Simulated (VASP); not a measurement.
# Hf (P6_3/mmc) in VASP: notebook

Runs on Hf. Level: PBE. Tasks: single point, relaxation of cell and atoms.

Everything below comes from runs of VASP 6.6.1. Logs are shortened: lines on timing, memory, paths and dates and some standing lists are left out, and cuts for length are marked.

**1. The cell of the first run**

The structure is hexagonal, space group P6_3/mmc (No. 194). Conventional cell: a = 3.205 Å, b = 3.205 Å, c = 5.068 Å, α = 90.00°, β = 90.00°, γ = 120.00°. Hf (site symmetry -6m2) has 12 Hf at 3.14 to 3.20 Å within 4.1 Å.

**2. Single point, PBE**

INCAR reads:

```
PREC = Accurate
ENCUT = 500
EDIFF = 1E-6
ISMEAR = 0
SIGMA = 0.1
LREAL = False
LASPH = True
NELM = 120
ALGO = Normal
ISIF = 2
LWAVE = False
LCHARG = False
GGA = PE
ISYM = 0
NBANDS = 17
GGA_COMPAT = False
```

KPOINTS reads:

```
regular mesh
0
Gamma
  12 12 7
```

POSCAR reads:

```
Hf
1.0
    3.2046131816      0.0000000000      0.0000000000
   -1.6023065908      2.7752764246      0.0000000000
    0.0000000000      0.0000000000      5.0684728985
Hf
2
Direct
    0.3333333333      0.6666666667      0.2500000000
    0.6666666667      0.3333333333      0.7500000000
```

Potentials or basis: VASP PAW PBE potentials, release 64 (Hf_pv).

Launch:

```bash
> cat potpaw_PBE.64/Hf_pv/POTCAR > POTCAR
> mpirun -np 1 vasp_std > vasp.out
```

OUTCAR:

```text
PREC = Accurate
   ENCUT = 500
   EDIFF = 1E-6
   ISMEAR = 0
   LREAL = False
   LASPH = True
   NELM = 120
   ISIF = 2
   GGA = PE
   ISYM = 0

 ion  position               nearest neighbor table
   1  0.333  0.667  0.250-   2 3.14   2 3.14   2 3.14   2 3.14   2 3.14   2 3.14
   2  0.667  0.333  0.750-   1 3.14   1 3.14   1 3.14   1 3.14   1 3.14   1 3.14

IMPORTANT INFORMATION: All symmetrisations will be switched off!
NOSYMM: (Re-)initialisation of all symmetry stuff for point group C_1.

----------------------------------------------------------------------------------------

                                     Primitive cell

  volume of cell :      45.0774

  direct lattice vectors                    reciprocal lattice vectors
     3.204613182  0.000000000  0.000000000     0.312050143  0.180162234  0.000000000
    -1.602306591  2.775276425  0.000000000     0.000000000  0.360324468  0.000000000
     0.000000000  0.000000000  5.068472898     0.000000000  0.000000000  0.197298086

  length of vectors
     3.204613182  3.204613182  5.068472898     0.360324468  0.360324468  0.197298086

  position of ions in fractional coordinates (direct lattice)
     0.333333333  0.666666667  0.250000000
     0.666666667  0.333333333  0.750000000

  ion indices of the primitive-cell ions
   primitive index   ion index
                 1           1
                 2           2

----------------------------------------------------------------------------------------

 KPOINTS: regular mesh

Automatic generation of k-mesh.
 Grid dimensions read from file:
 generate k-points for:   12   12    7

 Generating k-lattice:

  Cartesian coordinates                     Fractional coordinates (reciprocal lattice)
     0.026004179  0.015013519  0.000000000     0.083333333  0.000000000  0.000000000
     0.000000000  0.030027039  0.000000000     0.000000000  0.083333333  0.000000000
     0.000000000  0.000000000  0.028185441     0.000000000  0.000000000  0.142857143

  Length of vectors
     0.030027039  0.030027039  0.028185441

  Shift w.r.t. Gamma in fractional coordinates (k-lattice)
     0.000000000  0.000000000  0.000000000

 Subroutine IBZKPT returns following result:
 ===========================================

 Found    506 irreducible k-points:

 Following reciprocal coordinates:
            Coordinates               Weight
  0.000000  0.000000  0.000000      1.000000
  0.083333  0.000000  0.000000      2.000000
  0.000000  0.083333  0.000000      2.000000
 -0.083333  0.083333  0.000000      2.000000
  0.166667  0.000000  0.000000      2.000000
  0.000000  0.166667  0.000000      2.000000
[... 16 lines left out ...]
  0.166667  0.083333  0.000000      2.000000
 -0.083333  0.250000  0.000000      2.000000
 [... further k-points ...]
   k-points           NKPTS =    506   k-points in BZ     NKDIM =    506   number of bands    NBANDS=     17
   number of dos      NEDOS =    301   number of ions     NIONS =      2
   total plane-waves  NPLWV =  23040
   dimension x,y,z NGX =    24 NGY =   24 NGZ =   40
   dimension x,y,z NGXF=    48 NGYF=   48 NGZF=   80
   ions per type =               2
   NGX,Y,Z   is equivalent  to a cutoff of  12.45, 12.45, 13.12 a.u.
   NGXF,Y,Z  is equivalent  to a cutoff of  24.90, 24.90, 26.24 a.u.
 SYSTEM =  unknown system
   PREC   = accura    normal or accurate (medium, high low for compatibility)
   ISTART =      0    job   : 0-new  1-cont  2-samecut
   ICHARG =      2    charge: 1-file 2-atom 10-const
   ISPIN  =      1    spin polarized calculation?
   LNONCOLLINEAR =      F non collinear calculations
   LSORBIT =      F    spin-orbit coupling
   LASPH  =      T    aspherical Exc in radial PAW
   ENCUT  =  500.0 eV  36.75 Ry    6.06 a.u.   5.84  5.84  9.24*2*pi/ulx,y,z
   NELM   =    120;   NELMIN=  2; NELMDL= -5     # of ELM steps
   EDIFF  = 0.1E-05   stopping-criterion for ELM
   LREAL  =      F    real-space projection
   EDIFFG = 0.1E-04   stopping-criterion for IOM
   NSW    =      0    number of steps for IOM
   IBRION =     -1    ionic relax: 0-MD 1-quasi-New 2-CG
   NFREE  =      0    steps in history (QN), initial steepest desc. (CG)
   ISIF   =      2    stress and relaxation
   ISYM   =      0    0-nonsym 1-usesym 2-fastsym
   POTIM  = 0.5000    time-step for ionic-motion
   TEBEG  =    0.0;   TEEND  =   0.0 temperature during run
   PSTRESS=    0.0 pullay stress
   NELECT =      20.0000    total number of electrons
   NUPDOWN=      -1.0000    fix difference up-down
   EMIN   =  10.00;   EMAX   =-10.00  energy-range for DOS
   EFERMI =   0.00;   METHOD = LEGACY
   ISMEAR =     0;   SIGMA  =   0.10  broadening in eV -4-tet -1-fermi 0-gaus
   EFERMI_NEDOS =   21; number of points for ismear=-14 and -15
   IALGO  =     38    algorithm
   IMIX   =      4    mixing-type and parameters
     AMIX     =   0.40;   BMIX     =  1.00
     AMIX_MAG =   1.60;   BMIX_MAG =  1.00
  volume/ion in A,a.u.               =      22.54       152.10
  Fermi-wavevector in a.u.,A,eV,Ry     =   1.248624  2.359558 21.212340  1.559063
  Thomas-Fermi vector in A             =   2.382702
   LORBIT       =      0    0 simple, 1 ext, 2 COOP (PROOUT), +10 PAW based schemes
   GGA     = PE    functional components
   LHFCALC =     F    Hartree Fock is set to
   AEXX    =    0.0000 exact exchange contribution
   IVDW    =     0    specifies the selected vdW correction
   LEPSILON=     F    determine dielectric tensor
   LRPA    =     F    only Hartree local field effects (RPA)
 non-spin polarized calculation
 Gauss-broadening in eV      SIGMA  =   0.10
  energy-cutoff  :      500.00
  volume of cell :       45.08
 maximum number of plane-waves:      1164
   NGX = 11   NGY = 11   NGZ = 19

 number of electron      20.0000005 magnetization

 Free energy of the ion-electron system (eV)
  ---------------------------------------------------
  ext. energy  EPLUGINS =         0.00000000
  ---------------------------------------------------
  free energy    TOTEN  =       -19.85330894 eV

  energy without entropy =      -19.84567503  energy(sigma->0) =      -19.84949199

 E-fermi :   4.8755     XC(G=0): -11.2496

 val. band max:        4.8707538921   @ k =   0.0000   0.0000   0.2857
 cond. band min:       4.8840784048   @ k =   0.0833   0.0833   0.4286
 fundamental gap:      0.0133245126
 Fermi energy:         4.8755229729

 k-point     1 :       0.0000    0.0000    0.0000
  band No.  band energies     occupation
      1     -26.2143      2.00000
      2     -25.4912      2.00000
      3     -25.4912      2.00000
      4     -25.3684      2.00000
      5     -25.3662      2.00000
      6     -25.3662      2.00000
[... 9 lines left out ...]
     16       7.4866      0.00000
     17      10.1600      0.00000

 k-point     2 :       0.0833    0.0000    0.0000
  band No.  band energies     occupation
      1     -26.1968      2.00000
      2     -25.5283      2.00000
      3     -25.5037      2.00000
      4     -25.4054      2.00000
      5     -25.3765      2.00000
      6     -25.3712      2.00000
[... 9 lines left out ...]
     16       7.2912      0.00000
     17      10.3175      0.00000

 k-point     3 :       0.0000    0.0833    0.0000
  band No.  band energies     occupation
      1     -26.1968      2.00000
      2     -25.5283      2.00000
      3     -25.5037      2.00000
      4     -25.4054      2.00000
      5     -25.3765      2.00000
      6     -25.3712      2.00000
[... 9 lines left out ...]
     16       7.2912      0.00000
     17      10.3197      0.00000

 k-point     4 :      -0.0833    0.0833    0.0000
  band No.  band energies     occupation
      1     -26.1968      2.00000
      2     -25.5283      2.00000
      3     -25.5037      2.00000
      4     -25.4054      2.00000
      5     -25.3765      2.00000
      6     -25.3712      2.00000
[... 9 lines left out ...]
     16       7.2912      0.00000
     17      10.3183      0.00000

 k-point     5 :       0.1667    0.0000    0.0000
  band No.  band energies     occupation
      1     -26.1467      2.00000
      2     -25.6298      2.00000
      3     -25.5367      2.00000
      4     -25.5098      2.00000
      5     -25.4009      2.00000
      6     -25.3858      2.00000
[... 9 lines left out ...]
     16       7.5855      0.00000
     17      10.6426      0.00000

 k-point     6 :       0.0000    0.1667    0.0000
  band No.  band energies     occupation
      1     -26.1467      2.00000
      2     -25.6298      2.00000
      3     -25.5367      2.00000
      4     -25.5098      2.00000
      5     -25.4009      2.00000
      6     -25.3858      2.00000
[... 9 lines left out ...]
     16       7.5855      0.00000
     17      10.6426      0.00000

 k-point     7 :      -0.1667    0.1667    0.0000
  band No.  band energies     occupation
      1     -26.1467      2.00000
      2     -25.6298      2.00000
      3     -25.5367      2.00000
      4     -25.5098      2.00000
      5     -25.4009      2.00000
      6     -25.3858      2.00000
[... 9 lines left out ...]
     16       7.5855      0.00000
     17      10.6426      0.00000

 k-point     8 :       0.2500    0.0000    0.0000
  band No.  band energies     occupation
      1     -26.0709      2.00000
      2     -25.7685      2.00000
      3     -25.6463      2.00000
      4     -25.5799      2.00000
      5     -25.4413      2.00000
      6     -25.4072      2.00000
[... 9 lines left out ...]
     16       8.4335      0.00000
     17      10.9420      0.00000
[... 203 lines left out ...]
      1     -26.0444      2.00000
      2     -25.9019      2.00000
      3     -25.8574      2.00000
      4     -25.6618      2.00000
      5     -25.5836      2.00000
      6     -25.4532      2.00000
[... 9 lines left out ...]
     16      11.2782      0.00000
     17      11.7577      0.00000

 k-point    20 :       0.0833    0.0833    0.0000
  band No.  band energies     occupation
      1     -26.1630      2.00000
      2     -25.5902      2.00000
      3     -25.5426      2.00000
      4     -25.4632      2.00000
      5     -25.3928      2.00000
      6     -25.3862      2.00000
[... 9 lines left out ...]
     16       7.4655      0.00000
     17      10.5037      0.00000

 k-point    21 :      -0.0833    0.1667    0.0000
  band No.  band energies     occupation
      1     -26.1630      2.00000
      2     -25.5902      2.00000
      3     -25.5426      2.00000
      4     -25.4632      2.00000
      5     -25.3928      2.00000
      6     -25.3862      2.00000
[... 9 lines left out ...]
     16       7.4655      0.00000
     17      10.5037      0.00000

 k-point    22 :      -0.1667    0.0833    0.0000
  band No.  band energies     occupation
      1     -26.1630      2.00000
      2     -25.5902      2.00000
      3     -25.5426      2.00000
      4     -25.4632      2.00000
      5     -25.3928      2.00000
      6     -25.3862      2.00000
[... 9 lines left out ...]
     16       7.4655      0.00000
     17      10.5037      0.00000

 k-point    23 :       0.1667    0.0833    0.0000
  band No.  band energies     occupation
      1     -26.0998      2.00000
      2     -25.7007      2.00000
      3     -25.6316      2.00000
      4     -25.5345      2.00000
      5     -25.4253      2.00000
      6     -25.4119      2.00000
[... 9 lines left out ...]
     16       8.2546      0.00000
     17      10.7423      0.00000

 k-point    24 :      -0.0833    0.2500    0.0000
  band No.  band energies     occupation
      1     -26.0998      2.00000
      2     -25.7007      2.00000
      3     -25.6316      2.00000
      4     -25.5345      2.00000
      5     -25.4253      2.00000
      6     -25.4119      2.00000
[... 9 lines left out ...]
     16       8.2546      0.00000
     17      10.7423      0.00000

 [... further k-points ...]

------------------------ aborting loop because EDIFF is reached ----------------------------------------

  FORCE on cell =-STRESS in cart. coord.  units (eV):
  Direction    XX          YY          ZZ          XY          YZ          ZX
  --------------------------------------------------------------------------------------
  -------------------------------------------------------------------------------------
  Total       -0.1063013     -0.1063149     -0.1333813     -0.0000029      0.0000021      0.0000012
  in kB       -3.7782458     -3.7787292     -4.7407460     -0.0001036      0.0000759      0.0000424
  external PRESSURE =      -4.0992403 kB  Pullay stress =       0.0000000 kB

 VOLUME and BASIS-vectors are now :
 -----------------------------------------------------------------------------
  energy-cutoff  :      500.00
  volume of cell :       45.08
      direct lattice vectors                 reciprocal lattice vectors
     3.204613182  0.000000000  0.000000000     0.312050143  0.180162234  0.000000000
    -1.602306591  2.775276425  0.000000000     0.000000000  0.360324468  0.000000000
     0.000000000  0.000000000  5.068472898     0.000000000  0.000000000  0.197298086

 POSITION                                       TOTAL-FORCE (eV/Angst)
 -----------------------------------------------------------------------------------
     -0.00000      1.85018      1.26712        -0.000001     -0.000001      0.000000
      1.60231      0.92509      3.80135         0.000001      0.000001     -0.000000
 -----------------------------------------------------------------------------------
    total drift:                                0.000005     -0.000001      0.000000

  FREE ENERGIE OF THE ION-ELECTRON SYSTEM (eV)
  ---------------------------------------------------
  free  energy   TOTEN  =       -19.8533089409 eV

  energy  without entropy=      -19.8456750310  energy(sigma->0) =      -19.84949199
```

It took 4.7 min on 1 thread of Intel Xeon 8259CL, shared host; peak memory 0.41 GiB.

Results:

| Quantity | Value |
| --- | --- |
| Free energy | -19.8533 eV |
| Pressure | -0.4 GPa |
| Band gap on the k mesh | zero (bands 10 and 11 overlap by 1.50 eV) |

Levels at points of the mesh, in eV from the Fermi level:
```tsv
k point	band 7	band 8	band 9	band 10	band 11	band 12	band 13	band 14
(0.00, 0.00, 0.00)	-7.36	-3.69	0.61	1.17	1.17	1.45	1.98	1.98
(0.50, 0.00, 0.00)	-3.35	-2.73	-2.21	-0.82	0.78	0.85	1.66	5.83
(0.00, 0.50, 0.00)	-3.35	-2.73	-2.21	-0.82	0.78	0.85	1.66	5.83
(0.50, 0.50, 0.00)	-3.35	-2.73	-2.21	-0.82	0.78	0.85	1.66	5.83
```

Caveat: spin-orbit coupling is left out, which moves the levels of the heavy elements.

[end of part 1 of 3]
